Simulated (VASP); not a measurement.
TiSi5:

```xyz
6
Lattice="2.2259 -3.8554 0.0000 -4.4518 0.0000 0.0000 0.0000 0.0000 -5.2923" Properties=species:S:1:pos:R:3 pbc="T T T"
Ti   -4.4518    0.0000   -2.6461
Si   -4.4518    0.0000    0.0000
Si   -2.2259   -1.2851   -1.3231
Si   -2.2259   -1.2851   -3.9692
Si    0.0000   -2.5703   -1.3231
Si    0.0000   -2.5703   -3.9692
```

| Property | Result |
| --- | --- |
| Program | VASP 6.6.1 |
| Task | relaxation of cell and atoms |
| Functional | PBE |
| Potentials or basis | VASP PAW PBE potentials, release 64 (Ti_sv, Si) |
| Cutoff | 500 eV |
| k mesh | 12 × 12 × 8 |
| Occupations | gaussian, width 0.1 eV |
| Spin | no spin polarisation |

At the start: pressure -4.8 GPa; volume 15.14 Å³/atom.

Q: Where does the relaxation end?

A: Over 7 steps the energy falls by 29.7 meV/atom and the volume is 14.51 Å³/atom (-4.2 %); space group P6/mmm (No. 191, to 0.1 Å) before and after.

The path:
```
step  energy change (eV)  largest force (eV/Å)  pressure (GPa)  volume (Å³)
   1              0.0000                0.0515           -4.78        90.83
   2             -0.1593                0.0252            2.73        84.96
   3             -0.1652                0.0072            1.42        85.80
   4             -0.1779                0.0340            0.22        86.88
   5             -0.1779                0.0339            0.22        86.88
   6             -0.1781                0.0103           -0.10        87.11
   7             -0.1781                0.0146           -0.04        87.06
```

Final structure:
```xyz
6
Lattice="2.2354 -3.8719 0.0000 -4.4708 0.0000 0.0000 0.0000 0.0000 -5.0296" Properties=species:S:1:pos:R:3 pbc="T T T"
Ti    0.0000    0.0000   -2.5148
Si    0.0000    0.0000    0.0000
Si   -2.2354   -1.2906   -1.2568
Si   -2.2354   -1.2906   -3.7728
Si    0.0000   -2.5812   -1.2568
Si    0.0000   -2.5812   -3.7728
```
